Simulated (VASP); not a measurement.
# IrRh5 (P4/mmm) in VASP: further runs

Runs on IrRh5. Level: PBE. Tasks: relaxation of cell and atoms, single point.

Everything below comes from runs of VASP 6.6.1. Logs are shortened: lines on timing, memory, paths and dates and some standing lists are left out, and cuts for length are marked.

## Step 1: The cell of the first run

It takes space group P4/mmm (No. 123, tetragonal). The conventional cell has a = 2.684 Å, b = 2.684 Å, c = 11.387 Å, α = 90.00°, β = 90.00°, γ = 90.00°. Within 3.5 Å of Ir (site symmetry 4/mmm) lie 4 Ir at 2.68 Å and 8 Rh at 2.68 Å. Rh (site symmetry 4mm) has 12 Rh at 2.68 Å within 3.5 Å. Within 3.5 Å of Rh (site symmetry 4mm) lie 8 Rh at 2.68 Å and 4 Ir at 2.68 Å. Rh (site symmetry 4/mmm) has 12 Rh at 2.68 Å within 3.5 Å.

## Step 2: Relaxation of cell and atoms, PBE

Input file INCAR:

```
SYSTEM = IrRh5
PREC     = Accurate       ! precision mode
ENCUT    = 600            ! plane-wave cutoff, eV
EDIFF    = 1E-6           ! SCF threshold, eV
ISMEAR   = 0              ! smearing method
SIGMA    = 0.1            ! smearing width, eV
LREAL    = .FALSE.        ! projectors in reciprocal space
LASPH    = .TRUE.         ! aspherical terms in the spheres
NELM     = 100            ! most SCF steps
ALGO     = Fast           ! electronic algorithm
ISIF     = 3              ! what is computed and relaxed
LWAVE    = .FALSE.        ! write WAVECAR
LCHARG   = .FALSE.        ! write CHGCAR
GGA      = PE             ! functional
IBRION   = 2              ! ionic algorithm
NSW      = 90             ! ionic steps
EDIFFG   = -0.04          ! ionic threshold
```

Input file KPOINTS:

```
Automatic mesh
0
G
  6 6 2
  0 0 0
```

Input file POSCAR:

```
IrRh5
1.0
    2.6840395900      0.0000000000      0.0000000000
    0.0000000000      2.6840395900      0.0000000000
    0.0000000000      0.0000000000     11.3874155500
Ir Rh
1 5
Direct
    0.0000000000      0.0000000000      0.0000000000
    0.0000000000      0.0000000000      0.6666666700
    0.5000000000      0.5000000000      0.8333333300
    0.5000000000      0.5000000000      0.1666666700
    0.0000000000      0.0000000000      0.3333333300
    0.5000000000      0.5000000000      0.5000000000
```

Potentials or basis: VASP PAW PBE potentials, release 64 (Ir, Rh_pv).

Started as:

```bash
cat potpaw_PBE.64/Ir/POTCAR potpaw_PBE.64/Rh_pv/POTCAR > POTCAR
mpirun -np 1 vasp_std > vasp.out
```

OUTCAR:

```text
SYSTEM = IrRh5
   PREC = Accurate
   ENCUT = 600
   EDIFF = 1E-6
   ISMEAR = 0
   LREAL = .FALSE.
   LASPH = .TRUE.
   NELM = 100
   ISIF = 3
   GGA = PE
   IBRION = 2
   NSW = 90
   EDIFFG = -0.04

 ion  position               nearest neighbor table
   1  0.000  0.000  0.000-   3 2.68   4 2.68   3 2.68   4 2.68   3 2.68   4 2.68   3 2.68   4 2.68

   2  0.000  0.000  0.667-   3 2.68   3 2.68   3 2.68   3 2.68   6 2.68   6 2.68   6 2.68   6 2.68

   3  0.500  0.500  0.833-   2 2.68   2 2.68   2 2.68   2 2.68   1 2.68   1 2.68   1 2.68   1 2.68

   4  0.500  0.500  0.167-   5 2.68   5 2.68   5 2.68   5 2.68   1 2.68   1 2.68   1 2.68   1 2.68

   5  0.000  0.000  0.333-   4 2.68   4 2.68   4 2.68   4 2.68   6 2.68   6 2.68   6 2.68   6 2.68

   6  0.500  0.500  0.500-   2 2.68   5 2.68   2 2.68   5 2.68   2 2.68   5 2.68   2 2.68   5 2.68

  LATTYP: Found a simple tetragonal cell.
 ALAT       =     2.6840395900
 C/A-ratio  =     4.2426406795

  Lattice vectors:

 A1 = (   2.6840395900,   0.0000000000,   0.0000000000)
 A2 = (   0.0000000000,   2.6840395900,   0.0000000000)
 A3 = (   0.0000000000,   0.0000000000,  11.3874155500)

Analysis of symmetry for initial positions (statically):
=====================================================================
 Subroutine PRICEL returns:
 Original cell was already a primitive cell.

 Routine SETGRP: Setting up the symmetry group for a
 simple tetragonal supercell.

 Subroutine GETGRP returns: Found 16 space group operations
 (whereof 16 operations were pure point group operations)
 out of a pool of 16 trial point group operations.

The static configuration has the point symmetry D_4h.

Analysis of symmetry for dynamics (positions and initial velocities):
=====================================================================
 Subroutine PRICEL returns:
 Original cell was already a primitive cell.

 Routine SETGRP: Setting up the symmetry group for a
 simple tetragonal supercell.

 Subroutine GETGRP returns: Found 16 space group operations
 (whereof 16 operations were pure point group operations)
 out of a pool of 16 trial point group operations.

The dynamic configuration has the point symmetry D_4h.

 Subroutine INISYM returns: Found 16 space group operations
 (whereof 16 operations are pure point group operations),
 and found     1 'primitive' translations

----------------------------------------------------------------------------------------

                                     Primitive cell

  volume of cell :      82.0357

  direct lattice vectors                    reciprocal lattice vectors
     2.684039590  0.000000000  0.000000000     0.372572746  0.000000000  0.000000000
     0.000000000  2.684039590  0.000000000     0.000000000  0.372572746  0.000000000
     0.000000000  0.000000000 11.387415550     0.000000000  0.000000000  0.087816239

  length of vectors
     2.684039590  2.684039590 11.387415550     0.372572746  0.372572746  0.087816239

  position of ions in fractional coordinates (direct lattice)
     0.000000000  0.000000000  0.000000000
     0.000000000  0.000000000  0.666666670
     0.500000000  0.500000000  0.833333330
     0.500000000  0.500000000  0.166666670
     0.000000000  0.000000000  0.333333330
     0.500000000  0.500000000  0.500000000

  ion indices of the primitive-cell ions
   primitive index   ion index
                 1           1
                 2           2
                 3           3
                 4           4
                 5           5
                 6           6

----------------------------------------------------------------------------------------

 KPOINTS: Automatic mesh

Automatic generation of k-mesh.
 Grid dimensions read from file:
 generate k-points for:    6    6    2

 Generating k-lattice:

  Cartesian coordinates                     Fractional coordinates (reciprocal lattice)
     0.062095458  0.000000000  0.000000000     0.166666667  0.000000000  0.000000000
     0.000000000  0.062095458  0.000000000     0.000000000  0.166666667  0.000000000
     0.000000000  0.000000000  0.043908119     0.000000000  0.000000000  0.500000000

  Length of vectors
     0.062095458  0.062095458  0.043908119

  Shift w.r.t. Gamma in fractional coordinates (k-lattice)
     0.000000000  0.000000000  0.000000000

 Subroutine IBZKPT returns following result:
 ===========================================

 Found     20 irreducible k-points:

 Following reciprocal coordinates:
            Coordinates               Weight
  0.000000  0.000000  0.000000      1.000000
  0.166667  0.000000  0.000000      4.000000
  0.333333  0.000000  0.000000      4.000000
  0.500000  0.000000  0.000000      2.000000
  0.166667  0.166667  0.000000      4.000000
  0.333333  0.166667  0.000000      8.000000
[... 12 lines left out ...]
  0.500000  0.333333  0.500000      4.000000
  0.500000  0.500000  0.500000      1.000000
   k-points           NKPTS =     20   k-points in BZ     NKDIM =     20   number of bands    NBANDS=     50
   number of dos      NEDOS =    301   number of ions     NIONS =      6
   total plane-waves  NPLWV =  55296
   dimension x,y,z NGX =    24 NGY =   24 NGZ =   96
   dimension x,y,z NGXF=    48 NGYF=   48 NGZF=  192
   ions per type =               1   5
   NGX,Y,Z   is equivalent  to a cutoff of  14.87, 14.87, 14.02 a.u.
   NGXF,Y,Z  is equivalent  to a cutoff of  29.73, 29.73, 28.03 a.u.
 SYSTEM =  IrRh5
   PREC   = accura    normal or accurate (medium, high low for compatibility)
   ISTART =      0    job   : 0-new  1-cont  2-samecut
   ICHARG =      2    charge: 1-file 2-atom 10-const
   ISPIN  =      1    spin polarized calculation?
   LNONCOLLINEAR =      F non collinear calculations
   LSORBIT =      F    spin-orbit coupling
   LASPH  =      T    aspherical Exc in radial PAW
   ENCUT  =  600.0 eV  44.10 Ry    6.64 a.u.   5.36  5.36 22.74*2*pi/ulx,y,z
   NELM   =    100;   NELMIN=  2; NELMDL= -5     # of ELM steps
   EDIFF  = 0.1E-05   stopping-criterion for ELM
   LREAL  =      F    real-space projection
   EDIFFG = -.4E-01   stopping-criterion for IOM
   NSW    =     90    number of steps for IOM
   IBRION =      2    ionic relax: 0-MD 1-quasi-New 2-CG
   NFREE  =      1    steps in history (QN), initial steepest desc. (CG)
   ISIF   =      3    stress and relaxation
   ISYM   =      2    0-nonsym 1-usesym 2-fastsym
   POTIM  = 0.5000    time-step for ionic-motion
   TEBEG  =    0.0;   TEEND  =   0.0 temperature during run
   PSTRESS=    0.0 pullay stress
   NELECT =      84.0000    total number of electrons
   NUPDOWN=      -1.0000    fix difference up-down
   EMIN   =  10.00;   EMAX   =-10.00  energy-range for DOS
   EFERMI =   0.00;   METHOD = LEGACY
   ISMEAR =     0;   SIGMA  =   0.10  broadening in eV -4-tet -1-fermi 0-gaus
   EFERMI_NEDOS =   21; number of points for ismear=-14 and -15
   IALGO  =     68    algorithm
   IMIX   =      4    mixing-type and parameters
     AMIX     =   0.40;   BMIX     =  1.00
     AMIX_MAG =   1.60;   BMIX_MAG =  1.00
  volume/ion in A,a.u.               =      13.67        92.27
  Fermi-wavevector in a.u.,A,eV,Ry     =   1.650062  3.118165 37.044644  2.722705
  Thomas-Fermi vector in A             =   2.739076
   LORBIT       =      0    0 simple, 1 ext, 2 COOP (PROOUT), +10 PAW based schemes
   GGA     = PE    functional components
   LHFCALC =     F    Hartree Fock is set to
   AEXX    =    0.0000 exact exchange contribution
   IVDW    =     0    specifies the selected vdW correction
   LEPSILON=     F    determine dielectric tensor
   LRPA    =     F    only Hartree local field effects (RPA)
 conjugate gradient relaxation of ions
 non-spin polarized calculation
 RMM-DIIS sequential band-by-band and
 Gauss-broadening in eV      SIGMA  =   0.10
  energy-cutoff  :      600.00
  volume of cell :       82.04
 maximum number of plane-waves:      2772
 NGX is ok and might be reduce to    24
   NGX = 11   NGY = 11   NGZ = 45

--------------------------------------- Ionic step        1  -------------------------------------------

 number of electron      83.9999980 magnetization

 Free energy of the ion-electron system (eV)
  ---------------------------------------------------
  ext. energy  EPLUGINS =         0.00000000
  ---------------------------------------------------
  free energy    TOTEN  =       -45.04266187 eV

  energy without entropy =      -45.02121229  energy(sigma->0) =      -45.03193708

------------------------ aborting loop because EDIFF is reached ----------------------------------------

  FORCE on cell =-STRESS in cart. coord.  units (eV):
  Direction    XX          YY          ZZ          XY          YZ          ZX
  --------------------------------------------------------------------------------------
  -------------------------------------------------------------------------------------
  Total        5.8135436      5.8135436      3.2033980      0.0000000      0.0000000      0.0000000
  in kB      113.5399022    113.5399022     62.5631305      0.0000000      0.0000000      0.0000000
  external PRESSURE =      96.5476450 kB  Pullay stress =       0.0000000 kB
[... 25 lines left out ...]
  energy  without entropy=      -45.0212122861  energy(sigma->0) =      -45.03193708

--------------------------------------- Ionic step        2  -------------------------------------------

 number of electron      84.0000003 magnetization

 E-fermi :   9.7157     XC(G=0): -13.3594

 val. band max:        9.7135128617   @ k =   0.1667   0.0000   0.0000
 cond. band min:       9.7637126726   @ k =   0.3333   0.3333   0.0000
 fundamental gap:      0.0501998109
 Fermi energy:         9.7156664010

 k-point     1 :       0.0000    0.0000    0.0000
  band No.  band energies     occupation
      1     -36.8966      2.00000
      2     -36.8512      2.00000
      3     -36.7642      2.00000
      4     -36.6261      2.00000
      5     -36.6261      2.00000
      6     -36.6180      2.00000
[... 1246 lines left out ...]
  energy  without entropy=      -45.1147496417  energy(sigma->0) =      -45.12628219

--------------------------------------- Ionic step        7  -------------------------------------------

 number of electron      83.9999997 magnetization

 Free energy of the ion-electron system (eV)
  ---------------------------------------------------
  ext. energy  EPLUGINS =         0.00000000
  ---------------------------------------------------
  free energy    TOTEN  =       -45.13810498 eV

  energy without entropy =      -45.11503500  energy(sigma->0) =      -45.12656999

 E-fermi :  11.1367     XC(G=0): -13.8853

 val. band max:       11.0875595747   @ k =   0.1667   0.0000   0.5000
 cond. band min:      11.1386752239   @ k =   0.1667   0.0000   0.0000
 fundamental gap:      0.0511156493
 Fermi energy:        11.1367298682

 k-point     1 :       0.0000    0.0000    0.0000
  band No.  band energies     occupation
      1     -35.7632      2.00000
      2     -35.6900      2.00000
      3     -35.5765      2.00000
      4     -35.3940      2.00000
      5     -35.3940      2.00000
      6     -35.3781      2.00000
[... 1082 lines left out ...]
  FREE ENERGIE OF THE ION-ELECTRON SYSTEM (eV)
  ---------------------------------------------------
  free  energy   TOTEN  =       -45.1381049810 eV

  energy  without entropy=      -45.1150349993  energy(sigma->0) =      -45.12656999

 reached required accuracy - stopping structural energy minimisation
```

Run time: 16 min. Hardware: 1 thread of Intel Xeon 8259CL, shared host; peak memory 0.28 GiB.

What came out:

| Property | Result |
| --- | --- |
| Free energy | -45.1381 eV |
| Relaxed volume | 14.13 Å³/atom |
| Relaxed cell | a = 2.727 Å, b = 2.727 Å, c = 11.398 Å, α = 90.00°, β = 90.00°, γ = 90.00° |
| Space group after relaxing (to 0.1 Å) | P4/mmm (No. 123) |
| Energy gained by relaxing | 15.9 meV/atom |
| Ionic steps | 7 |
| Pressure after relaxing | 0.0 GPa |
| Largest force after relaxing | 0.022 eV/Å |
| Band gap on the k mesh | zero (bands 42 and 43 overlap by 1.53 eV) |

Forces on the atoms (eV/Å):
```
Ir   0.000  0.000  0.000
Rh   0.000  0.000 -0.022
Rh   0.000  0.000 -0.010
Rh   0.000  0.000  0.010
Rh   0.000  0.000  0.022
Rh   0.000  0.000  0.000
```

The path:
```tsv
step	energy change (eV)	largest force (eV/Å)	pressure (GPa)	volume (Å³)
1	0.0000	0.2447	9.65	82.04
2	0.3756	0.2140	-18.44	92.20
3	-0.0882	0.1724	-0.69	84.96
4	-0.0883	0.1750	-0.44	84.88
5	-0.0951	0.0523	0.08	84.73
6	-0.0952	0.0654	0.03	84.75
7	-0.0954	0.0217	-0.02	84.77
```

Final structure:
```yaml
crystal:
  lattice:
    - [2.72713, 0.00000, 0.00000]
    - [0.00000, 2.72713, 0.00000]
    - [0.00000, 0.00000, 11.39759]
  atoms:
    - { symbol: Ir, position: [0.00000, 0.00000, 0.00000] }
    - { symbol: Rh, position: [0.00000, 0.00000, 0.66550] }
    - { symbol: Rh, position: [0.50000, 0.50000, 0.83396] }
    - { symbol: Rh, position: [0.50000, 0.50000, 0.16604] }
    - { symbol: Rh, position: [0.00000, 0.00000, 0.33450] }
    - { symbol: Rh, position: [0.50000, 0.50000, 0.50000] }
```

Levels at points of the mesh, in eV from the Fermi level:
```csv
k point,band 38,band 39,band 40,band 41,band 42,band 43,band 44,band 45,band 46,band 47
"(0.00, 0.00, 0.00)",-0.64,-0.63,-0.46,-0.45,-0.45,-0.39,-0.25,-0.25,0.10,0.30
"(0.50, 0.00, 0.00)",-1.04,-0.99,-0.97,-0.90,0.32,0.36,0.40,0.57,1.79,1.93
"(0.50, 0.50, 0.00)",0.85,0.85,0.92,1.00,1.00,1.15,1.15,1.79,2.97,2.97
"(0.00, 0.00, 0.50)",-1.10,-1.05,-0.91,-0.90,-0.33,-0.14,0.46,0.57,0.57,0.67
"(0.50, 0.00, 0.50)",-0.52,-0.43,-0.34,-0.22,0.54,0.58,0.66,0.68,0.70,0.79
"(0.50, 0.50, 0.50)",0.24,0.50,0.85,0.85,0.92,1.00,1.00,1.79,4.45,4.45
```

Caveat: the k points lie up to 0.38 Å⁻¹ apart in the final cell, too coarse for converged energies and pressures of a metal; spin-orbit coupling is left out, which moves the levels of the heavy elements.

## Step 3: Single point, PBE

This run uses another cell than the first one, of 14.12 Å³/atom.

Input file INCAR:

```
SYSTEM = IrRh5
PREC = Accurate
ENCUT = 520
EDIFF = 1E-6
ISMEAR = 0
SIGMA = 0.1
LREAL = .FALSE.
LASPH = .TRUE.
NELM = 80
ALGO = Fast
ISIF = 2
LWAVE = .FALSE.
LCHARG = .FALSE.
GGA = PE
NBANDS = 51
```

Input file KPOINTS:

```
Automatic mesh
0
G
  14 14 4
  0 0 0
```

Input file POSCAR:

```
IrRh5
1.0
    2.7135658274      0.0000000000      0.0000000000
    0.0000000000      2.7135658274      0.0000000000
    0.0000000000      0.0000000000     11.5063823440
Ir Rh
1 5
Direct
    0.0000000000      0.0000000000      0.0000000000
    0.0000000000      0.0000000000      0.6654583147
    0.5000000000      0.5000000000      0.8339847107
    0.5000000000      0.5000000000      0.1660152893
    0.0000000000      0.0000000000      0.3345416853
    0.5000000000      0.5000000000      0.5000000000
```

Potentials or basis: VASP PAW PBE potentials, release 64 (Ir, Rh_pv).

Started as:

```bash
cat potpaw_PBE.64/Ir/POTCAR potpaw_PBE.64/Rh_pv/POTCAR > POTCAR
mpirun -np 1 vasp_std > vasp.out
```

Run time: 14 min. Hardware: 1 thread of Intel Xeon 8259CL, shared host; peak memory 0.45 GiB.

The run converged. Its results:

```
Free energy            : -45.2066 eV
Pressure               : 0.1 GPa
Largest force          : 0.026 eV/Å
Band gap on the k mesh : zero (bands 42 and 43 overlap by 1.99 eV)
```

Forces on the atoms (eV/Å):
```
Ir   0.000  0.000  0.000
Rh   0.000  0.000  0.009
Rh   0.000  0.000 -0.026
Rh   0.000  0.000  0.026
Rh   0.000  0.000 -0.009
Rh   0.000  0.000  0.000
```

Levels at points of the mesh, in eV from the Fermi level:
```csv
k point,band 39,band 40,band 41,band 42,band 43,band 44,band 45,band 46
"(0.00, 0.00, 0.00)",-0.65,-0.64,-0.60,-0.49,-0.49,-0.29,-0.29,0.06
"(0.50, 0.00, 0.00)",-1.07,-1.01,-0.97,0.23,0.26,0.29,0.45,1.74
"(0.50, 0.50, 0.00)",0.83,0.90,0.97,0.97,1.02,1.02,1.74,2.97
"(0.00, 0.00, 0.50)",-1.20,-0.91,-0.89,-0.36,-0.17,0.40,0.51,0.51
"(0.50, 0.00, 0.50)",-0.50,-0.42,-0.30,0.48,0.51,0.56,0.57,0.66
"(0.50, 0.50, 0.50)",0.40,0.83,0.83,0.90,0.97,0.97,1.74,4.40
```

Caveat: spin-orbit coupling is left out, which moves the levels of the heavy elements.

[end of part 1 of 2]

The gap in the log of VASP goes by the Fermi energy; the results here count the filled bands.